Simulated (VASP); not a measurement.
# Pd: single point with PBE

The system is Pd.

```
Pd
1.0
    -1.56890    1.56890    1.56890
     1.56890   -1.56890    1.56890
     1.56890    1.56890   -1.56890
Pd
1
Cartesian
  0.0000 0.0000 0.0000
```

This isn't the form of Pd at room conditions, which is fcc.

```json
{
 "Program": "VASP 6.6.1",
 "Task": "single point",
 "Functional": "PBE",
 "Potentials or basis": "VASP PAW PBE potentials, release 64 (Pd)",
 "Cutoff": "520 eV",
 "k mesh": "24 × 24 × 24",
 "Occupations": "gaussian, width 0.1 eV",
 "Spin": "no spin polarisation"
}
```

```yaml
Pressure: -0.3 GPa
Band_gap_on_the_k_mesh: zero (bands 5 and 6 overlap by 1.56 eV)
```

Levels at points of the mesh, in eV from the Fermi level:
| k point | band 3 | band 4 | band 5 | band 6 | band 7 | band 8 |
| --- | --- | --- | --- | --- | --- | --- |
| (0.00, 0.00, 0.00) | -2.75 | -2.75 | -0.89 | -0.89 | 19.29 | 19.29 |
| (0.50, 0.00, 0.00) | -0.96 | -0.67 | 0.56 | 1.49 | 7.59 | 15.04 |
| (0.50, 0.50, 0.50) | 0.20 | 0.20 | 0.20 | 9.08 | 9.08 | 9.08 |

It took 49 s on 1 thread of Intel Xeon 8259CL, with other jobs on the host, peak memory 0.18 GiB.
